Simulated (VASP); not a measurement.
# AlN in VASP: a series of runs

Runs on AlN. Level: HSE06. Tasks: single point.

All numbers are computed with VASP 6.6.1; they aren't measurements. Logs are shortened: lines on timing, memory, paths and dates and some standing lists are left out, and cuts for length are marked.

## 1. The cell of the first run

Symmetry: R3m, No. 160, trigonal system. The conventional cell has a = 3.090 Å, b = 3.090 Å, c = 7.871 Å, α = 90.00°, β = 90.00°, γ = 120.00°. Al (site symmetry 3m) has 4 N at 1.91 to 1.95 Å within 2.5 Å. Within 2.5 Å of N (site symmetry 3m) lie 4 Al at 1.91 to 1.95 Å.

## 2. Single point, HSE06 (strain along [111] +4.0%)

Contents of POSCAR:

```
AlN
1.0
    0.0582633710      2.2431397838      2.2431397838
    2.2431397838      0.0582633710      2.2431397838
    2.2431397838      2.2431397838      0.0582633710
Al N
1 1
Direct
    0.0012904072      0.0012904072      0.0012904072
    0.2487095928      0.2487095928      0.2487095928
```

Contents of INCAR.step1:

```
ALGO = Normal
EDIFF = 1E-5
ENCUT = 520
GGA = PE
ISIF = 2
ISMEAR = 0
LASPH = T
LREAL = F
LWAVE = T
NBANDS = 11
NELM = 80
PREC = Accurate
SIGMA = 0.01
```

Contents of INCAR.step2:

```
ALGO = Normal
EDIFF = 1E-6
ENCUT = 520
GGA = PE
HFSCREEN = 0.2079
ISIF = 2
ISMEAR = 0
ISTART = 1
LASPH = T
LCHARG = T
LELF = T
LHFCALC = T
LREAL = F
LVHAR = T
LWAVE = F
NBANDS = 11
NELM = 80
PREC = Accurate
PRECFOCK = Normal
SIGMA = 0.01
```

Contents of KPOINTS:

```
k-points
0
Gamma
  8 8 8
```

Potentials or basis: VASP PAW PBE potentials, release 64 (Al, N).

Command:

```console
> cat potpaw_PBE.64/Al/POTCAR potpaw_PBE.64/N/POTCAR > POTCAR
> cp INCAR.step1 INCAR
> mpirun -np 1 vasp_std > vasp.out
> cp INCAR.step2 INCAR
> mpirun -np 1 vasp_std > vasp.out
```

OUTCAR:

```text
EDIFF = 1E-6
   ENCUT = 520
   GGA = PE
   HFSCREEN = 0.2079
   ISIF = 2
   ISMEAR = 0
   ISTART = 1
   LASPH = T
   LHFCALC = T
   LREAL = F
   NELM = 80
   PREC = Accurate
   PRECFOCK = Normal

 ion  position               nearest neighbor table
   1  0.001  0.001  0.001-   2 1.91   2 1.91   2 1.91   2 1.95
   2  0.249  0.249  0.249-   1 1.91   1 1.91   1 1.91   1 1.95

  LATTYP: Found a trigonal (rhomboedric) cell.
 ALAT       =     3.1728137039
 COS(alpha) =     0.5257966616

  Lattice vectors:

 A1 = (   0.0582633710,   2.2431397838,   2.2431397838)
 A2 = (   2.2431397838,   0.0582633710,   2.2431397838)
 A3 = (   2.2431397838,   2.2431397838,   0.0582633710)

Analysis of symmetry for initial positions (statically):
=====================================================================
 Subroutine PRICEL returns:
 Original cell was already a primitive cell.

 Routine SETGRP: Setting up the symmetry group for a
 trigonal (rhombohedral) supercell.

 Subroutine GETGRP returns: Found  6 space group operations
 (whereof  6 operations were pure point group operations)
 out of a pool of 12 trial point group operations.

The static configuration has the point symmetry C_3v.

Analysis of symmetry for dynamics (positions and initial velocities):
=====================================================================
 Subroutine PRICEL returns:
 Original cell was already a primitive cell.

 Routine SETGRP: Setting up the symmetry group for a
 trigonal (rhombohedral) supercell.

 Subroutine GETGRP returns: Found  6 space group operations
 (whereof  6 operations were pure point group operations)
 out of a pool of 12 trial point group operations.

The dynamic configuration has the point symmetry C_3v.

 Subroutine INISYM returns: Found  6 space group operations
 (whereof  6 operations are pure point group operations),
 and found     1 'primitive' translations

----------------------------------------------------------------------------------------

                                     Primitive cell

  volume of cell :      21.6942

  direct lattice vectors                    reciprocal lattice vectors
     0.058263371  2.243139784  2.243139784    -0.231779818  0.225911974  0.225911974
     2.243139784  0.058263371  2.243139784     0.225911974 -0.231779818  0.225911974
[... 98 lines left out ...]
   EMIN   =  10.00;   EMAX   =-10.00  energy-range for DOS
   EFERMI =   0.00;   METHOD = LEGACY
   ISMEAR =     0;   SIGMA  =   0.01  broadening in eV -4-tet -1-fermi 0-gaus
   EFERMI_NEDOS =   21; number of points for ismear=-14 and -15
   IALGO  =     38    algorithm
   IMIX   =      1    mixing-type and parameters
     AMIX     =   0.40;   BMIX     =  1.00
     AMIX_MAG =   1.60;   BMIX_MAG =  1.00
  volume/ion in A,a.u.               =      10.85        73.20
  Fermi-wavevector in a.u.,A,eV,Ry     =   1.173970  2.218481 18.751611  1.378205
  Thomas-Fermi vector in A             =   2.310374
   LORBIT       =      0    0 simple, 1 ext, 2 COOP (PROOUT), +10 PAW based schemes
   GGA     = PE    functional components
   LHFCALC =     T    Hartree Fock is set to
   PRECFOCK=normal    Normal, Fast or Accurate (Low or Medium for compatibility)
   ENCUT4O =  -1.0   cutoff for four orbital integrals eV
   NKREDX  =     1    reduce k-point grid by
   NKREDY  =     1    reduce k-point grid by
   NKREDZ  =     1    reduce k-point grid by
   AEXX    =    0.2500 exact exchange contribution
   HFSCREEN=    0.2079 screening length (either q_TF or 0.3 A-1)
   HFSCREENC=   0.2079 screening length for correlation (either q_TF or 0.3 A-1)
   ENCUTFOCK=  -1.0 apply spherical cutoff to Coloumb kernel
   IVDW    =     0    specifies the selected vdW correction
   LEPSILON=     F    determine dielectric tensor
   LRPA    =     F    only Hartree local field effects (RPA)
 non-spin polarized calculation
 Gauss-broadening in eV      SIGMA  =   0.01
  energy-cutoff  :      520.00
  volume of cell :       21.69
 maximum number of plane-waves:       600
  NGX = 18; NGY = 18; NGZ = 18

 number of electron       8.0000001 magnetization

 Free energy of the ion-electron system (eV)
  ---------------------------------------------------
  ext. energy  EPLUGINS =         0.00000000
  ---------------------------------------------------
  free energy    TOTEN  =       -17.34566292 eV

  energy without entropy =      -17.34566292  energy(sigma->0) =      -17.34566292

 E-fermi :   4.8481     XC(G=0):  -8.8787

 val. band max:        4.7907729973   @ k =   0.0000   0.0000   0.0000
 cond. band min:       9.1769919841   @ k =   0.5000   0.5000  -0.0000
 fundamental gap:      4.3862189868
 Fermi energy:         4.8481002843

 k-point     1 :       0.0000    0.0000    0.0000
  band No.  band energies     occupation
      1     -11.5511      2.00000
      2       4.4979      2.00000
      3       4.7908      2.00000
      4       4.7908      2.00000
      5       9.7974      0.00000
      6      17.8851      0.00000
      7      18.8565      0.00000
      8      18.8565      0.00000
      9      23.9203      0.00000
     10      23.9203      0.00000
     11      25.0069      0.00000
[... 309 lines left out ...]
 k-point    24 :       0.3750    0.1250    0.1250
  band No.  band energies     occupation
      1     -10.2616      2.00000
      2       0.6546      2.00000
      3       3.2731      2.00000
      4       4.4888      2.00000
      5      13.0868      0.00000
      6      16.2865      0.00000
      7      17.5683      0.00000
      8      18.4029      0.00000
      9      21.9641      0.00000
     10      23.9216      0.00000
     11      25.3653      0.00000

 [... further k-points ...]

------------------------ aborting loop because EDIFF is reached ----------------------------------------

  FORCE on cell =-STRESS in cart. coord.  units (eV):
  Direction    XX          YY          ZZ          XY          YZ          ZX
  --------------------------------------------------------------------------------------
  -------------------------------------------------------------------------------------
  Total       -1.1295594     -1.1295594     -1.1295594     -0.6733488     -0.6733488     -0.6733488
  in kB      -83.4210610    -83.4210610    -83.4210610    -49.7286577    -49.7286577    -49.7286577
  external PRESSURE =     -83.4210610 kB  Pullay stress =       0.0000000 kB

 VOLUME and BASIS-vectors are now :
 -----------------------------------------------------------------------------
  energy-cutoff  :      520.00
  volume of cell :       21.69
      direct lattice vectors                 reciprocal lattice vectors
     0.058263371  2.243139784  2.243139784    -0.231779818  0.225911974  0.225911974
     2.243139784  0.058263371  2.243139784     0.225911974 -0.231779818  0.225911974
     2.243139784  2.243139784  0.058263371     0.225911974  0.225911974 -0.231779818

 POSITION                                       TOTAL-FORCE (eV/Angst)
 -----------------------------------------------------------------------------------
      0.00586      0.00586      0.00586        -0.002481     -0.002481     -0.002481
      1.13027      1.13027      1.13027         0.002481      0.002481      0.002481
 -----------------------------------------------------------------------------------
    total drift:                               -0.000023     -0.000023     -0.000023

  FREE ENERGIE OF THE ION-ELECTRON SYSTEM (eV)
  ---------------------------------------------------
  free  energy   TOTEN  =       -17.3456629183 eV

  energy  without entropy=      -17.3456629183  energy(sigma->0) =      -17.34566292
```

Wall time 48 min (1 thread of Intel Xeon Platinum 8375C at 2.90GHz (Ice Lake), shared host); peak memory 0.26 GiB.

What came out:

```yaml
Free_energy: -17.3457 eV
Pressure: -8.3 GPa
Largest_force: 0.004 eV/Å
Band_gap_on_the_k_mesh: 4.39 eV (least direct gap 5.01 eV)
```

Forces in eV/Å, atoms in the order of the input:
```
Al  -0.002 -0.002 -0.002
N    0.002  0.002  0.002
```

Levels at points of the mesh, in eV from the valence-band top:
```tsv
k point	band 1	band 2	band 3	band 4	band 5	band 6	band 7	band 8
(0.00, 0.00, 0.00)	-16.34	-0.29	0.00	0.00	5.01	13.09	14.07	14.07
(0.50, 0.00, 0.00)	-14.23	-6.23	-0.75	-0.62	8.24	11.14	12.09	12.48
(0.50, 0.50, 0.00)	-13.64	-5.31	-2.18	-1.83	4.39	9.73	15.33	17.18
(0.50, 0.50, 0.50)	-14.43	-6.42	-0.45	-0.45	8.72	11.20	12.81	12.81
```

Caveat: the cell differs from its parent crystal (strain along [111] +4.0%); the cell stands under tension; the structure was generated, so it needn't be the stable form of AlN; the PAW data sets were made with another functional, which shifts forces and pressure a little. A k mesh can miss the band edges.

## 3. Single point, HSE06 (uniaxial z strain +1.5%)

Contents of POSCAR:

```
AlN
1.0
    0.0000000000      2.1848764128      2.2176495589
    2.1848764128      0.0000000000      2.2176495589
    2.1848764128      2.1848764128      0.0000000000
Al N
1 1
Direct
    0.0000000000      0.0000000000      0.0000000000
    0.2500000000      0.2500000000      0.2500000000
```

Changes to INCAR.step1 since step 2:

```diff
@@ -6,5 +6,6 @@
 ISMEAR = 0
-LASPH = T
-LREAL = F
-LWAVE = T
+LASPH = True
+LCHARG = False
+LREAL = False
+LWAVE = True
 NBANDS = 11
```

Contents of INCAR.step2:

```
ALGO = Normal
EDIFF = 1E-6
ENCUT = 520
GGA = PE
HFSCREEN = 0.2079
ISIF = 2
ISMEAR = 0
ISTART = 1
LASPH = True
LCHARG = False
LHFCALC = True
LREAL = False
LWAVE = False
NBANDS = 11
NELM = 80
PREC = Accurate
PRECFOCK = Normal
SIGMA = 0.01
```

KPOINTS is that of step 2.

Potentials or basis: VASP PAW PBE potentials, release 64 (Al, N).

Command:

```console
> cat potpaw_PBE.64/Al/POTCAR potpaw_PBE.64/N/POTCAR > POTCAR
> cp INCAR.step1 INCAR
> mpirun -np 1 vasp_std > vasp.out
> cp INCAR.step2 INCAR
> mpirun -np 1 vasp_std > vasp.out
```

OUTCAR:

```text
EDIFF = 1E-6
   ENCUT = 520
   GGA = PE
   HFSCREEN = 0.2079
   ISIF = 2
   ISMEAR = 0
   ISTART = 1
   LASPH = True
   LHFCALC = True
   LREAL = False
   NELM = 80
   PREC = Accurate
   PRECFOCK = Normal

 ion  position               nearest neighbor table
   1  0.000  0.000  0.000-   2 1.90   2 1.90   2 1.90   2 1.90
   2  0.250  0.250  0.250-   1 1.90   1 1.90   1 1.90   1 1.90

  LATTYP: Found a body centered tetragonal cell.
[... 533 lines left out ...]

 [... further k-points ...]

------------------------ aborting loop because EDIFF is reached ----------------------------------------

  FORCE on cell =-STRESS in cart. coord.  units (eV):
  Direction    XX          YY          ZZ          XY          YZ          ZX
  --------------------------------------------------------------------------------------
  -------------------------------------------------------------------------------------
  Total       -0.4112724     -0.4112724     -0.7107620      0.0000000      0.0000000     -0.0000000
  in kB      -31.1217099    -31.1217099    -53.7846231      0.0000000      0.0000000     -0.0000000
  external PRESSURE =     -38.6760143 kB  Pullay stress =       0.0000000 kB

 VOLUME and BASIS-vectors are now :
 -----------------------------------------------------------------------------
  energy-cutoff  :      520.00
  volume of cell :       21.17
      direct lattice vectors                 reciprocal lattice vectors
     0.000000000  2.184876413  2.217649559    -0.228845896  0.228845896  0.225463937
     2.184876413  0.000000000  2.217649559     0.228845896 -0.228845896  0.225463937
     2.184876413  2.184876413  0.000000000     0.228845896  0.228845896 -0.225463937

 POSITION                                       TOTAL-FORCE (eV/Angst)
 -----------------------------------------------------------------------------------
      0.00000      0.00000      0.00000        -0.000000     -0.000000     -0.000000
      1.09244      1.09244      1.10882         0.000000      0.000000      0.000000
 -----------------------------------------------------------------------------------
    total drift:                                0.000000      0.000000     -0.000000

  FREE ENERGIE OF THE ION-ELECTRON SYSTEM (eV)
  ---------------------------------------------------
  free  energy   TOTEN  =       -17.3902777573 eV

  energy  without entropy=      -17.3902777573  energy(sigma->0) =      -17.39027776
```

It took 61 min on 1 thread of Oxide Virtual Turin-like, shared host; peak memory 0.23 GiB.

Results:

* Free energy: -17.3903 eV
* Pressure: -3.9 GPa
* Band gap on the k mesh: 4.49 eV (least direct gap 5.37 eV)

Levels at points of the mesh, in eV from the valence-band top:
```tsv
k point	band 1	band 2	band 3	band 4	band 5	band 6	band 7	band 8	band 9
(0.00, 0.00, 0.00)	-16.40	-0.07	0.00	0.00	5.37	14.04	14.04	14.06	19.17
(0.50, 0.00, 0.00)	-14.27	-6.30	-0.62	-0.49	8.68	11.50	12.49	12.76	19.66
(0.50, 0.50, 0.00)	-13.65	-5.40	-1.87	-1.87	4.56	10.11	15.66	17.67	17.67
(0.50, 0.00, 0.50)	-13.58	-5.26	-2.00	-2.00	4.49	9.87	15.93	17.32	17.78
```

Caveat: the cell differs from its parent crystal (uniaxial z strain +1.5%); the cell stands under tension; the structure was generated, so it needn't be the stable form of AlN; the PAW data sets were made with another functional, which shifts forces and pressure a little. A k mesh can miss the band edges.
